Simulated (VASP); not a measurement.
# SiGe (P6_3mc) in VASP: further runs

Runs on SiGe. Level: PBEsol. Tasks: single point.

Program: VASP 6.6.1. These are calculated values, not measurements. Logs are shortened: lines on timing, memory, paths and dates and some standing lists are left out, and cuts for length are marked.

## (1) The cell of the first run

It takes space group P6_3mc (No. 186, hexagonal). The conventional cell has a = 3.589 Å, b = 3.589 Å, c = 5.928 Å, α = 90.00°, β = 90.00°, γ = 120.00°. Within 2.9 Å of Si (site symmetry 3m) lie 4 Ge at 2.20 to 2.22 Å. Within 2.9 Å of Ge (site symmetry 3m) lie 4 Si at 2.20 to 2.22 Å.

## (2) Single point, PBEsol (strain -0.080 along x and y, -0.080 along z)

File INCAR:

```
ALGO = Normal ; EDIFF = 1E-7
ENCUT = 520 ; GGA = PS
ISIF = 2 ; ISMEAR = 0
LASPH = T ; LCHARG = F
LREAL = F ; LWAVE = F
NBANDS = 26 ; NELM = 100
PREC = Accurate ; SIGMA = 0.03
```

File KPOINTS:

```
k-points
0
Gamma
  12 12 6
```

File POSCAR:

```
SiGe
1.0
    3.5885491402      0.0000000000      0.0000000000
   -1.7942745701      3.1077747182      0.0000000000
    0.0000000000      0.0000000000      5.9279213651
Si Ge
2 2
Direct
    0.6666666667      0.3333333333      0.8745463420
    0.3333333333      0.6666666667      0.3745463420
    0.6666666667      0.3333333333      0.5004526580
    0.3333333333      0.6666666667      0.0004526580
```

Potentials or basis: VASP PAW PBE potentials, release 64 (Si, Ge_d).

Run with:

```console
$ cat potpaw_PBE.64/Si/POTCAR potpaw_PBE.64/Ge_d/POTCAR > POTCAR
$ mpirun -np 1 vasp_std > vasp.out
```

OUTCAR:

```text
EDIFF = 1E-7
   ENCUT = 520
   GGA = PS
   ISIF = 2
   ISMEAR = 0
   LASPH = T
   LREAL = F
   NELM = 100
   PREC = Accurate

 ion  position               nearest neighbor table
   1  0.667  0.333  0.875-   4 2.20   4 2.20   4 2.20   3 2.22
   2  0.333  0.667  0.375-   3 2.20   3 2.20   3 2.20   4 2.22
   3  0.667  0.333  0.500-   2 2.20   2 2.20   2 2.20   1 2.22
   4  0.333  0.667  0.000-   1 2.20   1 2.20   1 2.20   2 2.22

  LATTYP: Found a hexagonal cell.
 ALAT       =     3.5885491402
 C/A-ratio  =     1.6518991753

  Lattice vectors:

 A1 = (   3.5885491402,   0.0000000000,   0.0000000000)
 A2 = (  -1.7942745701,   3.1077747182,   0.0000000000)
 A3 = (   0.0000000000,   0.0000000000,   5.9279213651)

Analysis of symmetry for initial positions (statically):
=====================================================================
 Subroutine PRICEL returns:
 Original cell was already a primitive cell.

 Routine SETGRP: Setting up the symmetry group for a
 hexagonal supercell.

 Subroutine GETGRP returns: Found 12 space group operations
 (whereof  6 operations were pure point group operations)
 out of a pool of 24 trial point group operations.

The static configuration has the point symmetry C_3v.
 The point group associated with its full space group is C_6v.

Analysis of symmetry for dynamics (positions and initial velocities):
=====================================================================
 Subroutine PRICEL returns:
 Original cell was already a primitive cell.

 Routine SETGRP: Setting up the symmetry group for a
 hexagonal supercell.

 Subroutine GETGRP returns: Found 12 space group operations
 (whereof  6 operations were pure point group operations)
 out of a pool of 24 trial point group operations.

The dynamic configuration has the point symmetry C_3v.
 The point group associated with its full space group is C_6v.

 Subroutine INISYM returns: Found 12 space group operations
 (whereof  6 operations are pure point group operations),
 and found     1 'primitive' translations

----------------------------------------------------------------------------------------

                                     Primitive cell

  volume of cell :      66.1106

  direct lattice vectors                    reciprocal lattice vectors
     3.588549140  0.000000000  0.000000000     0.278664151  0.160886823  0.000000000
    -1.794274570  3.107774718  0.000000000     0.000000000  0.321773645  0.000000000
     0.000000000  0.000000000  5.927921365     0.000000000  0.000000000  0.168693196

  length of vectors
     3.588549140  3.588549140  5.927921365     0.321773645  0.321773645  0.168693196

  position of ions in fractional coordinates (direct lattice)
     0.666666667  0.333333333  0.874546342
     0.333333333  0.666666667  0.374546342
     0.666666667  0.333333333  0.500452658
     0.333333333  0.666666667  0.000452658

  ion indices of the primitive-cell ions
   primitive index   ion index
                 1           1
                 2           2
                 3           3
                 4           4

----------------------------------------------------------------------------------------

 KPOINTS: k-points

Automatic generation of k-mesh.
 Grid dimensions read from file:
 generate k-points for:   12   12    6

 Generating k-lattice:

  Cartesian coordinates                     Fractional coordinates (reciprocal lattice)
     0.023222013  0.013407235  0.000000000     0.083333333 -0.000000000  0.000000000
     0.000000000  0.026814470  0.000000000     0.000000000  0.083333333  0.000000000
     0.000000000  0.000000000  0.028115533     0.000000000  0.000000000  0.166666667

  Length of vectors
     0.026814470  0.026814470  0.028115533

  Shift w.r.t. Gamma in fractional coordinates (k-lattice)
     0.000000000  0.000000000  0.000000000

 Subroutine IBZKPT returns following result:
 ===========================================

 Found     76 irreducible k-points:

 Following reciprocal coordinates:
            Coordinates               Weight
  0.000000  0.000000  0.000000      1.000000
  0.083333 -0.000000  0.000000      6.000000
  0.166667  0.000000  0.000000      6.000000
  0.250000  0.000000  0.000000      6.000000
  0.333333 -0.000000  0.000000      6.000000
  0.416667  0.000000  0.000000      6.000000
[... 16 lines left out ...]
  0.250000  0.000000  0.166667     12.000000
  0.333333 -0.000000  0.166667     12.000000
 [... further k-points ...]
   k-points           NKPTS =     76   k-points in BZ     NKDIM =     76   number of bands    NBANDS=     26
   number of dos      NEDOS =    301   number of ions     NIONS =      4
   total plane-waves  NPLWV =  37632
   dimension x,y,z NGX =    28 NGY =   28 NGZ =   48
   dimension x,y,z NGXF=    56 NGYF=   56 NGZF=   96
   ions per type =               2   2
   NGX,Y,Z   is equivalent  to a cutoff of  12.97, 12.97, 13.46 a.u.
   NGXF,Y,Z  is equivalent  to a cutoff of  25.94, 25.94, 26.92 a.u.
 SYSTEM =  unknown system
   PREC   = accura    normal or accurate (medium, high low for compatibility)
   ISTART =      0    job   : 0-new  1-cont  2-samecut
   ICHARG =      2    charge: 1-file 2-atom 10-const
   ISPIN  =      1    spin polarized calculation?
   LNONCOLLINEAR =      F non collinear calculations
   LSORBIT =      F    spin-orbit coupling
   LASPH  =      T    aspherical Exc in radial PAW
   ENCUT  =  520.0 eV  38.22 Ry    6.18 a.u.   6.67  6.67 11.02*2*pi/ulx,y,z
   NELM   =    100;   NELMIN=  2; NELMDL= -5     # of ELM steps
   EDIFF  = 0.1E-06   stopping-criterion for ELM
   LREAL  =      F    real-space projection
   EDIFFG = 0.1E-05   stopping-criterion for IOM
   NSW    =      0    number of steps for IOM
   IBRION =     -1    ionic relax: 0-MD 1-quasi-New 2-CG
   NFREE  =      0    steps in history (QN), initial steepest desc. (CG)
   ISIF   =      2    stress and relaxation
   ISYM   =      2    0-nonsym 1-usesym 2-fastsym
   POTIM  = 0.5000    time-step for ionic-motion
   TEBEG  =    0.0;   TEEND  =   0.0 temperature during run
   PSTRESS=    0.0 pullay stress
   NELECT =      36.0000    total number of electrons
   NUPDOWN=      -1.0000    fix difference up-down
   EMIN   =  10.00;   EMAX   =-10.00  energy-range for DOS
   EFERMI =   0.00;   METHOD = LEGACY
   ISMEAR =     0;   SIGMA  =   0.03  broadening in eV -4-tet -1-fermi 0-gaus
   EFERMI_NEDOS =   21; number of points for ismear=-14 and -15
   IALGO  =     38    algorithm
   IMIX   =      4    mixing-type and parameters
     AMIX     =   0.40;   BMIX     =  1.00
     AMIX_MAG =   1.60;   BMIX_MAG =  1.00
  volume/ion in A,a.u.               =      16.53       111.53
  Fermi-wavevector in a.u.,A,eV,Ry     =   1.336858  2.526296 24.316198  1.787190
  Thomas-Fermi vector in A             =   2.465452
   LORBIT       =      0    0 simple, 1 ext, 2 COOP (PROOUT), +10 PAW based schemes
   GGA     = PS    functional components
   LHFCALC =     F    Hartree Fock is set to
   AEXX    =    0.0000 exact exchange contribution
   IVDW    =     0    specifies the selected vdW correction
   LEPSILON=     F    determine dielectric tensor
   LRPA    =     F    only Hartree local field effects (RPA)
 non-spin polarized calculation
 Gauss-broadening in eV      SIGMA  =   0.03
  energy-cutoff  :      520.00
  volume of cell :       66.11
 maximum number of plane-waves:      1810
 NGX is ok and might be reduce to    28
   NGX = 13   NGY = 13   NGZ = 23

 number of electron      36.0000010 magnetization

 Free energy of the ion-electron system (eV)
  ---------------------------------------------------
  ext. energy  EPLUGINS =         0.00000000
  ---------------------------------------------------
  free energy    TOTEN  =       -19.61784059 eV

  energy without entropy =      -19.61776802  energy(sigma->0) =      -19.61780430

 E-fermi :   8.3149     XC(G=0): -11.0093

 val. band max:        8.3008617119   @ k =   0.5000   0.0000   0.0000
 cond. band min:       8.4086274263   @ k =   0.4167   0.0000   0.0000
 fundamental gap:      0.1077657144
 Fermi energy:         8.3148765647

 k-point     1 :       0.0000    0.0000    0.0000
  band No.  band energies     occupation
      1     -16.4839      2.00000
      2     -16.4828      2.00000
      3     -16.4776      2.00000
      4     -16.4776      2.00000
      5     -16.4713      2.00000
      6     -16.4713      2.00000
[... 18 lines left out ...]
     25      13.2737      0.00000
     26      14.9092      0.00000

 k-point     2 :       0.0833   -0.0000    0.0000
  band No.  band energies     occupation
      1     -16.4843      2.00000
      2     -16.4820      2.00000
      3     -16.4779      2.00000
      4     -16.4766      2.00000
      5     -16.4705      2.00000
      6     -16.4700      2.00000
[... 18 lines left out ...]
     25      13.9796      0.00000
     26      14.1673      0.00000

 k-point     3 :       0.1667    0.0000    0.0000
  band No.  band energies     occupation
      1     -16.4861      2.00000
      2     -16.4803      2.00000
      3     -16.4778      2.00000
      4     -16.4738      2.00000
      5     -16.4677      2.00000
      6     -16.4666      2.00000
[... 18 lines left out ...]
     25      14.4107      0.00000
     26      14.5931      0.00000

 k-point     4 :       0.2500    0.0000    0.0000
  band No.  band energies     occupation
      1     -16.4892      2.00000
      2     -16.4808      2.00000
      3     -16.4752      2.00000
      4     -16.4706      2.00000
      5     -16.4633      2.00000
      6     -16.4620      2.00000
[... 18 lines left out ...]
     25      15.0143      0.00000
     26      15.3615      0.00000

 k-point     5 :       0.3333   -0.0000    0.0000
  band No.  band energies     occupation
      1     -16.4924      2.00000
      2     -16.4825      2.00000
      3     -16.4718      2.00000
      4     -16.4680      2.00000
      5     -16.4588      2.00000
      6     -16.4578      2.00000
[... 18 lines left out ...]
     25      15.9567      0.00000
     26      16.3340      0.00000

 k-point     6 :       0.4167    0.0000    0.0000
  band No.  band energies     occupation
      1     -16.4947      2.00000
      2     -16.4840      2.00000
      3     -16.4694      2.00000
      4     -16.4666      2.00000
      5     -16.4555      2.00000
      6     -16.4548      2.00000
[... 427 lines left out ...]
 k-point    21 :       0.0833   -0.0000    0.1667
  band No.  band energies     occupation
      1     -16.4841      2.00000
      2     -16.4822      2.00000
      3     -16.4773      2.00000
      4     -16.4762      2.00000
      5     -16.4709      2.00000
      6     -16.4705      2.00000
[... 18 lines left out ...]
     25      14.0052      0.00000
     26      14.7417      0.00000

 k-point    22 :       0.1667    0.0000    0.1667
  band No.  band energies     occupation
      1     -16.4859      2.00000
      2     -16.4815      2.00000
      3     -16.4764      2.00000
      4     -16.4734      2.00000
      5     -16.4682      2.00000
      6     -16.4671      2.00000
[... 18 lines left out ...]
     25      14.1774      0.00000
     26      14.8357      0.00000

 k-point    23 :       0.2500    0.0000    0.1667
  band No.  band energies     occupation
      1     -16.4889      2.00000
      2     -16.4823      2.00000
      3     -16.4736      2.00000
      4     -16.4700      2.00000
      5     -16.4640      2.00000
      6     -16.4626      2.00000
[... 18 lines left out ...]
     25      15.1586      0.00000
     26      15.6428      0.00000

 k-point    24 :       0.3333   -0.0000    0.1667
  band No.  band energies     occupation
      1     -16.4920      2.00000
      2     -16.4840      2.00000
      3     -16.4704      2.00000
      4     -16.4672      2.00000
      5     -16.4597      2.00000
      6     -16.4583      2.00000
[... 18 lines left out ...]
     25      16.4257      0.00000
     26      16.4321      0.00000

 [... further k-points ...]

------------------------ aborting loop because EDIFF is reached ----------------------------------------

  FORCE on cell =-STRESS in cart. coord.  units (eV):
  Direction    XX          YY          ZZ          XY          YZ          ZX
  --------------------------------------------------------------------------------------
  -------------------------------------------------------------------------------------
  Total       14.3395095     14.3395095     14.4918442      0.0000000      0.0000000      0.0000000
  in kB      347.5153697    347.5153697    351.2071743      0.0000000      0.0000000      0.0000000
  external PRESSURE =     348.7459712 kB  Pullay stress =       0.0000000 kB

 VOLUME and BASIS-vectors are now :
 -----------------------------------------------------------------------------
  energy-cutoff  :      520.00
  volume of cell :       66.11
      direct lattice vectors                 reciprocal lattice vectors
     3.588549140  0.000000000  0.000000000     0.278664151  0.160886823  0.000000000
    -1.794274570  3.107774718  0.000000000     0.000000000  0.321773645  0.000000000
     0.000000000  0.000000000  5.927921365     0.000000000  0.000000000  0.168693196

 POSITION                                       TOTAL-FORCE (eV/Angst)
 -----------------------------------------------------------------------------------
      1.79427      1.03592      5.18424         0.000000      0.000000     -0.145224
     -0.00000      2.07185      2.22028        -0.000000      0.000000     -0.145224
      1.79427      1.03592      2.96664         0.000000      0.000000      0.145224
     -0.00000      2.07185      0.00268        -0.000000     -0.000000      0.145224
 -----------------------------------------------------------------------------------
    total drift:                               -0.000000     -0.000001      0.000549

  FREE ENERGIE OF THE ION-ELECTRON SYSTEM (eV)
  ---------------------------------------------------
  free  energy   TOTEN  =       -19.6178405853 eV

  energy  without entropy=      -19.6177680245  energy(sigma->0) =      -19.61780430
```

Run time: 2.4 min. Hardware: 1 thread of Intel Xeon 8259CL, shared host; peak memory 0.25 GiB.

What came out:

```
Free energy            : -19.6178 eV
Pressure               : 34.9 GPa
Largest force          : 0.145 eV/Å
Band gap on the k mesh : zero (bands 18 and 19 overlap by 0.19 eV)
```

Forces in eV/Å, atoms in the order of the input:
```
Si   0.000  0.000 -0.145
Si   0.000  0.000 -0.145
Ge   0.000  0.000  0.145
Ge   0.000  0.000  0.145
```

Stress tensor (GPa, compression positive):
```
34.75  0.00  0.00
 0.00 34.75  0.00
 0.00  0.00 35.12
```

Caveat: the cell differs from its parent crystal (strain -0.080 along x and y, -0.080 along z); the cell stands under pressure; semilocal functionals underestimate gaps, so a narrow gap can read as zero; the PAW data sets were made with another functional, which shifts forces and pressure a little.

[end of part 1 of 2]
